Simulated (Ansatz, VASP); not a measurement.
**MgI2: VASP beside Ansatz**

INCAR

```
SYSTEM = MgI2
PREC = Accurate ; ENCUT = 520
EDIFF = 1E-6 ; ISMEAR = 0
SIGMA = 0.05 ; LREAL = .False.
LASPH = .True. ; NELM = 100
ALGO = Normal ; ISIF = 2
LWAVE = .False. ; LCHARG = .True.
GGA = CA ; LELF = .True.
LVHAR = .True. ; NBANDS = 15
```

File KPOINTS:

```
regular mesh
0
Gamma
  6 6 4
  0 0 0
```

Contents of POSCAR:

```
MgI2
1.0
    4.1487106712      0.0000000000      0.0000000000
   -2.0743553356      3.5928888342      0.0000000000
    0.0000000000      0.0000000000      6.8054124713
Mg I
1 2
Direct
    0.0000000000      0.0000000000      0.0000000000
    0.3333333333      0.6666666667      0.7523486881
    0.6666666667      0.3333333333      0.2476513119
```

Input for Ansatz:

```yaml
crystal:
  lattice:
    - [4.1487106712, 0.0, 0.0]
    - [-2.0743553356, 3.5928888342, 0.0]
    - [0.0, 0.0, 6.8054124713]
  atoms:
    - { symbol: Mg, position: [0.0, 0.0, 0.0] }
    - { symbol: I, position: [0.3333333333, 0.6666666667, 0.7523486881] }
    - { symbol: I, position: [0.6666666667, 0.3333333333, 0.2476513119] }
basis:
  ecutwfc: 520.0
kpoints:
  mp_grid: { grid: [6, 6, 4] }
hamiltonian:
  xc: lda
scf:
  occupations: { method: gaussian, width: 0.05 }
output:
  forces: true
  stress: true
  eigenvalues: true
```

Alike in both runs: task single point; functional LDA; k mesh 6 × 6 × 4; occupations gaussian, width 0.05 eV; no spin polarisation.

|  | VASP | Ansatz |
| --- | --- | --- |
| version | VASP 6.6.1 | Ansatz 0.2.0 |
| potentials or method | VASP PAW LDA potentials, release 64 (Mg, I), cutoff 520 eV | scalar-relativistic, plane waves, PAW |
| valence electrons in the cell | 16 | 44 |

|  | VASP | Ansatz | Ansatz less VASP |
| --- | --- | --- | --- |
| gap on the k mesh at the Fermi level (eV) | 3.30 | 3.32 | +0.018 |
| least direct gap on the mesh (eV) | 3.37 | 3.37 | -0.007 |
| pressure (GPa) | -1.7 | -1.6 | +0.11 |
| rms of the force components (eV/Å) | 0.118 | 0.112 | -0.0056 |

LDA's correlation is that of Perdew and Zunger in VASP and of Perdew and Wang (1992) in Ansatz. Atom by atom the forces differ by 0.006 eV/Å (rms over components). VASP's potentials hold 16 valence electrons a cell and Ansatz's 44, so a difference there can come from the potentials and not from the codes.

Spin-orbit coupling is off throughout.
